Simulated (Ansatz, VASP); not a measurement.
## Na in VASP and in Ansatz

File INCAR:

```
ALGO = Normal
EDIFF = 1E-6
ENCUT = 500
GGA = PE
GGA_COMPAT = False
ISIF = 2
ISMEAR = -1
LASPH = True
LCHARG = True
LORBIT = 11
LORBMOM = True
LREAL = False
LSORBIT = True
LVHAR = True
LWAVE = False
MAGMOM = 0 0 0 0 0 0
NBANDS = 26
NELM = 200
PREC = Accurate
SIGMA = 0.1
```

File KPOINTS:

```
k-points
0
Gamma
  10 10 5
```

The input POSCAR:

```
Na
1.0
    3.7445808201      0.0000000000      0.0000000000
   -1.8722904100      3.2429021167      0.0000000000
    0.0000000000      0.0000000000      6.1144825084
Na
2
Direct
    0.3333333333      0.6666666667      0.2500000000
    0.6666666667      0.3333333333      0.7500000000
```

Input for Ansatz:

```yaml
crystal:
  lattice:
    - [3.7445808201, 0.0, 0.0]
    - [-1.87229041, 3.2429021167, 0.0]
    - [0.0, 0.0, 6.1144825084]
  atoms:
    - { symbol: Na, position: [0.3333333333, 0.6666666667, 0.25] }
    - { symbol: Na, position: [0.6666666667, 0.3333333333, 0.75] }
hamiltonian:
  xc: pbe
  pseudopotentials:
    kind: paw_fr
    azcp:
      Na: "pseudopotentials/Na.paw.azcp"
basis:
  ecutwfc: 420
  fft_grid_basis: typed
kpoints:
  mp_grid: { grid: [10, 10, 5], shift: [0, 0, 0] }
magnetization:
  noncollinear: true
  spin_orbit: true
scf:
  occupations: { method: fermi_dirac, width: 0.1 }
```

Alike in both runs: task single point; functional PBE; k mesh 10 × 10 × 5; occupations fermi-dirac, width 0.1 eV; non-collinear spin, spin-orbit coupling.

```csv
,VASP,Ansatz
version,VASP 6.6.1,Ansatz 0.2.0
potentials or method,"VASP PAW PBE potentials, release 64 (Na_pv), cutoff 500 eV","plane waves (420 eV) with PAW, fully relativistic with spin-orbit coupling"
valence electrons in the cell,14,18
```

|  | VASP | Ansatz | Ansatz less VASP |
| --- | --- | --- | --- |
| net moment per atom (μB) | 0.00 | 0.00 | 0.000 |

With one functional, cell and mesh, what is left measures potentials, basis and numerics. VASP's potentials hold 14 valence electrons a cell and Ansatz's 18, so a difference there can come from the potentials and not from the codes.
